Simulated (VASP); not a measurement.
# Be3ZnSe4 (P3m1) in VASP: further runs

The runs below take Be3ZnSe4 through single point, elastic constants, with PBE.

All numbers are computed with VASP 6.6.1; they aren't measurements. Logs are shortened: lines on timing, memory, paths and dates and some standing lists are left out, and cuts for length are marked.

## Step 1: The cell of the first run

It takes space group P3m1 (No. 156, trigonal). Conventional cell: a = 3.747 Å, b = 3.747 Å, c = 12.412 Å, α = 90.00°, β = 90.00°, γ = 120.00°. Be (site symmetry 3m) has 4 Se at 2.25 to 2.28 Å within 3.0 Å. Within 3.0 Å of Be (site symmetry 3m) lie 4 Se at 2.24 to 2.28 Å. Within 3.0 Å of Be (site symmetry 3m) lie 4 Se at 2.25 to 2.28 Å. Zn (site symmetry 3m) has 4 Se at 2.40 to 2.46 Å within 3.2 Å. Within 3.0 Å of Se (site symmetry 3m) lie 4 Be at 2.25 to 2.28 Å. Se (site symmetry 3m) has 1 Be at 2.24 Å and 3 Zn at 2.40 Å within 3.0 Å. Within 3.0 Å of Se (site symmetry 3m) lie 4 Be at 2.25 to 2.28 Å. Within 3.0 Å of Se (site symmetry 3m) lie 3 Be at 2.28 Å and 1 Zn at 2.46 Å.

## Step 2: Single point, PBE

POSCAR reads:

```
Be3ZnSe4
1.0
    3.7472541317      0.0000000289      0.0000000000
   -1.8736270909      3.2452172581      0.0000000000
    0.0000000000      0.0000000000     12.4116806000
Be Zn Se
3 1 4
Direct
    0.6666666667      0.3333333333      0.0125380000
    0.6666666667      0.3333333333      0.4928060000
    0.0000000000      0.0000000000      0.2531180000
    0.0000000000      0.0000000000      0.7562110000
    0.6666666667      0.3333333333      0.1939280000
    0.6666666667      0.3333333333      0.6729290000
    0.0000000000      0.0000000000      0.4343310000
    0.0000000000      0.0000000000      0.9541390000
```

INCAR.step1 reads:

```
SYSTEM = Be3ZnSe4
PREC = Accurate
ENCUT = 520
EDIFF = 1E-6
ISMEAR = 0
SIGMA = 0.02
LREAL = .False.
LASPH = .True.
NELM = 60
ALGO = Normal
ISIF = 2
LWAVE = .False.
LCHARG = .True.
GGA = PE
NBANDS = 31
```

KPOINTS.step1 reads:

```
Automatic mesh
0
Gamma
  6 6 2
  0 0 0
```

INCAR.step2 reads:

```
SYSTEM = Be3ZnSe4
PREC = Accurate
ENCUT = 520
EDIFF = 1E-6
ISMEAR = -5
SIGMA = 0.02
LREAL = .False.
LASPH = .True.
NELM = 60
ALGO = Normal
ISIF = 2
LWAVE = .False.
LCHARG = .False.
GGA = PE
LORBIT = 11
NBANDS = 31
NEDOS = 2001
ICHARG = 11
```

KPOINTS.step2 reads:

```
Automatic mesh
0
Gamma
  9 9 3
  0 0 0
```

Potentials or basis: VASP PAW PBE potentials, release 64 (Be, Zn, Se).

The run is started by

```console
$ cat potpaw_PBE.64/Be/POTCAR potpaw_PBE.64/Zn/POTCAR potpaw_PBE.64/Se/POTCAR > POTCAR
$ cp INCAR.step1 INCAR
$ cp KPOINTS.step1 KPOINTS
$ mpirun -np 1 vasp_std > vasp.out
$ cp INCAR.step2 INCAR
$ cp KPOINTS.step2 KPOINTS
$ mpirun -np 1 vasp_std > vasp.out
```

OUTCAR:

```text
SYSTEM = Be3ZnSe4
   PREC = Accurate
   ENCUT = 520
   EDIFF = 1E-6
   ISMEAR = -5
   LREAL = .False.
   LASPH = .True.
   NELM = 60
   ISIF = 2
   GGA = PE
   LORBIT = 11
   ICHARG = 11

 ion  position               nearest neighbor table
   1  0.667  0.333  0.013-   5 2.25   8 2.28   8 2.28   8 2.28
   2  0.667  0.333  0.493-   6 2.24   7 2.28   7 2.28   7 2.28
   3  0.000  0.000  0.253-   7 2.25   5 2.28   5 2.28   5 2.28
   4  0.000  0.000  0.756-   6 2.40   6 2.40   6 2.40   8 2.46
   5  0.667  0.333  0.194-   1 2.25   3 2.28   3 2.28   3 2.28
   6  0.667  0.333  0.673-   2 2.24   4 2.40   4 2.40   4 2.40
   7  0.000  0.000  0.434-   3 2.25   2 2.28   2 2.28   2 2.28
   8  0.000  0.000  0.954-   1 2.28   1 2.28   1 2.28   4 2.46

  LATTYP: Found a hexagonal cell.
 ALAT       =     3.7472541317
 C/A-ratio  =     3.3122067956

  Lattice vectors:

 A1 = (   3.7472541317,   0.0000000289,   0.0000000000)
 A2 = (  -1.8736270909,   3.2452172581,   0.0000000000)
 A3 = (   0.0000000000,   0.0000000000,  12.4116806000)

Analysis of symmetry for initial positions (statically):
=====================================================================
 Subroutine PRICEL returns:
 Original cell was already a primitive cell.

 Routine SETGRP: Setting up the symmetry group for a
 hexagonal supercell.

 Subroutine GETGRP returns: Found  6 space group operations
 (whereof  6 operations were pure point group operations)
 out of a pool of 24 trial point group operations.

The static configuration has the point symmetry C_3v.

Analysis of symmetry for dynamics (positions and initial velocities):
=====================================================================
 Subroutine PRICEL returns:
 Original cell was already a primitive cell.

 Routine SETGRP: Setting up the symmetry group for a
 hexagonal supercell.

 Subroutine GETGRP returns: Found  6 space group operations
 (whereof  6 operations were pure point group operations)
 out of a pool of 24 trial point group operations.

The dynamic configuration has the point symmetry C_3v.

 Subroutine INISYM returns: Found  6 space group operations
 (whereof  6 operations are pure point group operations),
 and found     1 'primitive' translations

----------------------------------------------------------------------------------------

                                     Primitive cell

  volume of cell :     150.9342

  direct lattice vectors                    reciprocal lattice vectors
     3.747254132  0.000000029  0.000000000     0.266862070  0.154072891  0.000000000
    -1.873627091  3.245217258  0.000000000    -0.000000002  0.308145778  0.000000000
     0.000000000  0.000000000 12.411680600     0.000000000  0.000000000  0.080569266

  length of vectors
     3.747254132  3.747254132 12.411680600     0.308145778  0.308145778  0.080569266

  position of ions in fractional coordinates (direct lattice)
     0.666666667  0.333333333  0.012538000
     0.666666667  0.333333333  0.492806000
     0.000000000  0.000000000  0.253118000
     0.000000000  0.000000000  0.756211000
     0.666666667  0.333333333  0.193928000
     0.666666667  0.333333333  0.672929000
     0.000000000  0.000000000  0.434331000
     0.000000000  0.000000000  0.954139000

  ion indices of the primitive-cell ions
   primitive index   ion index
                 1           1
                 2           2
                 3           3
                 4           4
                 5           5
                 6           6
                 7           7
                 8           8

----------------------------------------------------------------------------------------

 KPOINTS: Automatic mesh

Automatic generation of k-mesh.
 Grid dimensions read from file:
 generate k-points for:    9    9    3

 Generating k-lattice:

  Cartesian coordinates                     Fractional coordinates (reciprocal lattice)
     0.029651341  0.017119210  0.000000000     0.111111111  0.000000000  0.000000000
    -0.000000000  0.034238420  0.000000000     0.000000000  0.111111111  0.000000000
     0.000000000  0.000000000  0.026856422     0.000000000  0.000000000  0.333333333

  Length of vectors
     0.034238420  0.034238420  0.026856422

  Shift w.r.t. Gamma in fractional coordinates (k-lattice)
     0.000000000  0.000000000  0.000000000

 TETIRR: Found    321 inequivalent tetrahedra from     1458

 Subroutine IBZKPT returns following result:
 ===========================================

 Found     31 irreducible k-points:

 Following reciprocal coordinates:
            Coordinates               Weight
  0.000000  0.000000  0.000000      1.000000
  0.111111 -0.000000  0.000000      6.000000
  0.222222 -0.000000  0.000000      6.000000
  0.333333  0.000000  0.000000      6.000000
  0.444444 -0.000000  0.000000      6.000000
  0.111111  0.111111  0.000000      6.000000
[... 16 lines left out ...]
  0.222222  0.111111  0.333333     12.000000
 -0.111111  0.333333  0.333333     12.000000
 [... further k-points ...]
   k-points           NKPTS =     31   k-points in BZ     NKDIM =     31   number of bands    NBANDS=     31
   number of dos      NEDOS =   2001   number of ions     NIONS =      8
   total plane-waves  NPLWV =  75264
   dimension x,y,z NGX =    28 NGY =   28 NGZ =   96
   dimension x,y,z NGXF=    56 NGYF=   56 NGZF=  192
   ions per type =               3   1   4
   NGX,Y,Z   is equivalent  to a cutoff of  12.42, 12.42, 12.86 a.u.
   NGXF,Y,Z  is equivalent  to a cutoff of  24.84, 24.84, 25.72 a.u.
 SYSTEM =  Be3ZnSe4
   PREC   = accura    normal or accurate (medium, high low for compatibility)
   ISTART =      0    job   : 0-new  1-cont  2-samecut
   ICHARG =     11    charge: 1-file 2-atom 10-const
   ISPIN  =      1    spin polarized calculation?
   LNONCOLLINEAR =      F non collinear calculations
   LSORBIT =      F    spin-orbit coupling
   LASPH  =      T    aspherical Exc in radial PAW
   ENCUT  =  520.0 eV  38.22 Ry    6.18 a.u.   6.97  6.97 23.08*2*pi/ulx,y,z
   NELM   =     60;   NELMIN=  2; NELMDL=  0     # of ELM steps
   EDIFF  = 0.1E-05   stopping-criterion for ELM
   LREAL  =      F    real-space projection
   EDIFFG = 0.1E-04   stopping-criterion for IOM
   NSW    =      0    number of steps for IOM
   IBRION =     -1    ionic relax: 0-MD 1-quasi-New 2-CG
   NFREE  =      0    steps in history (QN), initial steepest desc. (CG)
   ISIF   =      2    stress and relaxation
   ISYM   =      2    0-nonsym 1-usesym 2-fastsym
   POTIM  = 0.5000    time-step for ionic-motion
   TEBEG  =    0.0;   TEEND  =   0.0 temperature during run
   PSTRESS=    0.0 pullay stress
   NELECT =      42.0000    total number of electrons
   NUPDOWN=      -1.0000    fix difference up-down
   EMIN   =  10.00;   EMAX   =-10.00  energy-range for DOS
   EFERMI =   0.00;   METHOD = LEGACY
   ISMEAR =    -5;   SIGMA  =   0.02  broadening in eV -4-tet -1-fermi 0-gaus
   EFERMI_NEDOS =   21; number of points for ismear=-14 and -15
   IALGO  =     38    algorithm
   IMIX   =      4    mixing-type and parameters
     AMIX     =   0.40;   BMIX     =  1.00
     AMIX_MAG =   1.60;   BMIX_MAG =  1.00
  volume/ion in A,a.u.               =      18.87       127.32
  Fermi-wavevector in a.u.,A,eV,Ry     =   1.068797  2.019734 15.542317  1.142328
  Thomas-Fermi vector in A             =   2.204457
   LORBIT       =     11    0 simple, 1 ext, 2 COOP (PROOUT), +10 PAW based schemes
   GGA     = PE    functional components
   LHFCALC =     F    Hartree Fock is set to
   AEXX    =    0.0000 exact exchange contribution
   IVDW    =     0    specifies the selected vdW correction
   LEPSILON=     F    determine dielectric tensor
   LRPA    =     F    only Hartree local field effects (RPA)
 non-spin polarized calculation
 Fermi weights with tetrahedron method with Bloechl corrections
  energy-cutoff  :      520.00
  volume of cell :      150.93
 maximum number of plane-waves:      4088

 number of electron      42.0000006 magnetization

 Free energy of the ion-electron system (eV)
  ---------------------------------------------------
  ext. energy  EPLUGINS =         0.00000000
  ---------------------------------------------------
  free energy    TOTEN  =       -32.26689033 eV

  energy without entropy =      -32.26689033  energy(sigma->0) =      -32.26689033

 E-fermi :   3.1137     XC(G=0):  -9.3158

 val. band max:        3.1052116702   @ k =   0.0000   0.0000   0.0000
 cond. band min:       5.6647951530   @ k =   0.4444  -0.0000   0.3333
 fundamental gap:      2.5595834827
 Fermi energy:         3.1137330810

 k-point     1 :       0.0000    0.0000    0.0000
  band No.  band energies     occupation
      1     -10.8743      2.00000
      2     -10.4377      2.00000
      3     -10.2983      2.00000
      4      -9.7106      2.00000
      5      -3.6751      2.00000
      6      -3.6751      2.00000
[... 23 lines left out ...]
     30       8.1390      0.00000
     31       8.6844      0.00000

 k-point     2 :       0.1111   -0.0000    0.0000
  band No.  band energies     occupation
      1     -10.7796      2.00000
      2     -10.3550      2.00000
      3     -10.2178      2.00000
      4      -9.6533      2.00000
      5      -3.6810      2.00000
      6      -3.6602      2.00000
[... 740 lines left out ...]
 k-point    24 :      -0.1111    0.3333    0.3333
  band No.  band energies     occupation
      1     -10.2403      2.00000
      2     -10.0712      2.00000
      3      -9.6740      2.00000
      4      -9.4603      2.00000
      5      -3.6643      2.00000
      6      -3.6081      2.00000
[... 23 lines left out ...]
     30       9.3619      0.00000
     31       9.6717      0.00000

 [... further k-points ...]

------------------------ aborting loop because EDIFF is reached ----------------------------------------

  FORCE on cell =-STRESS in cart. coord.  units (eV):
  Direction    XX          YY          ZZ          XY          YZ          ZX
  --------------------------------------------------------------------------------------
  -------------------------------------------------------------------------------------
  Total        0.1049444      0.1049444      0.1625914     -0.0000000      0.0000000     -0.0000000
  in kB        1.1139928      1.1139928      1.7259201     -0.0000000      0.0000000     -0.0000000
  external PRESSURE =       1.3179686 kB  Pullay stress =       0.0000000 kB

 VOLUME and BASIS-vectors are now :
 -----------------------------------------------------------------------------
  energy-cutoff  :      520.00
  volume of cell :      150.93
      direct lattice vectors                 reciprocal lattice vectors
     3.747254132  0.000000029  0.000000000     0.266862070  0.154072891  0.000000000
    -1.873627091  3.245217258  0.000000000    -0.000000002  0.308145778  0.000000000
     0.000000000  0.000000000 12.411680600     0.000000000  0.000000000  0.080569266

 POSITION                                       TOTAL-FORCE (eV/Angst)
 -----------------------------------------------------------------------------------
      1.87363      1.08174      0.15562         0.000000      0.000000     -0.002351
      1.87363      1.08174      6.11655         0.000000      0.000000      0.001808
      0.00000      0.00000      3.14162         0.000000     -0.000000      0.006008
      0.00000      0.00000      9.38585        -0.000000      0.000000      0.009617
      1.87363      1.08174      2.40697        -0.000000      0.000000     -0.003117
      1.87363      1.08174      8.35218         0.000000     -0.000000     -0.013250
      0.00000      0.00000      5.39078        -0.000000      0.000000     -0.005606
      0.00000      0.00000     11.84247         0.000000      0.000000      0.006892
 -----------------------------------------------------------------------------------
    total drift:                               -0.000076      0.000043      0.001654

  FREE ENERGIE OF THE ION-ELECTRON SYSTEM (eV)
  ---------------------------------------------------
  free  energy   TOTEN  =       -32.2668903267 eV

  energy  without entropy=      -32.2668903267  energy(sigma->0) =      -32.26689033

 total charge

# of ion       s       p       d       tot
------------------------------------------
    1        0.364   0.553   0.000   0.917
    2        0.363   0.551   0.000   0.915
    3        0.363   0.552   0.000   0.916
    4        0.546   0.495   9.791  10.832
    5        1.425   2.487   0.027   3.939
    6        1.432   2.490   0.036   3.957
    7        1.424   2.488   0.027   3.940
    8        1.427   2.466   0.028   3.921
--------------------------------------------------
tot          7.345  12.083   9.909  29.336
```

It took 72 s on 1 thread of Intel Xeon 6975P-C (Granite Rapids), shared host; peak memory 0.32 GiB.

Results:

| Item | Value |
| --- | --- |
| Valence electrons inside the program's atomic spheres | Be 0.92; Zn 10.83; Se 3.94, 3.96, 3.92 (each value once) |

(Continued in part 2 of 2.)
